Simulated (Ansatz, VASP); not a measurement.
# As2Pt in VASP and in Ansatz

```
CELL_PARAMETERS angstrom
5.96650 0.00000 0.00000
0.00000 5.96650 0.00000
0.00000 0.00000 5.96650
ATOMIC_POSITIONS crystal
As 0.38300 0.38300 0.38300
As 0.11700 0.61700 0.88300
As 0.88300 0.11700 0.61700
As 0.61700 0.88300 0.11700
As 0.61700 0.61700 0.61700
As 0.88300 0.38300 0.11700
As 0.11700 0.88300 0.38300
As 0.38300 0.11700 0.88300
Pt 0.00000 0.00000 0.00000
Pt 0.50000 0.00000 0.50000
Pt 0.50000 0.50000 0.00000
Pt 0.00000 0.50000 0.50000
```

Alike in both runs: task relaxation of cell and atoms; functional PBE; k mesh 6 × 6 × 6; occupations gaussian, width 0.02 eV; no spin polarisation.

```csv
,VASP,Ansatz
version,VASP 6.6.1,Ansatz 0.2.0
potentials or method,"VASP PAW PBE potentials, release 64 (As, Pt), cutoff 500 eV","scalar-relativistic, plane waves, PAW"
valence electrons in the cell,80,192
```

Ansatz gave:

```
gap on the k mesh at the Fermi level, each at its own relaxed structure (eV) : 0.12
relaxed volume (Å³/atom)                                                     : 18.53
relaxed length of the cell vector where the two differ most in proportion (Å)              : 6.058
```

Task: Which values does VASP return?

Result: gap on the k mesh at the Fermi level, each at its own relaxed structure (eV): 0.11; relaxed volume (Å³/atom): 18.53; relaxed length of the cell vector where the two differ most in proportion (Å): 6.058.

VASP's potentials hold 80 valence electrons a cell and Ansatz's 192, so a difference there can come from the potentials and not from the codes.

Spin-orbit coupling is off throughout.
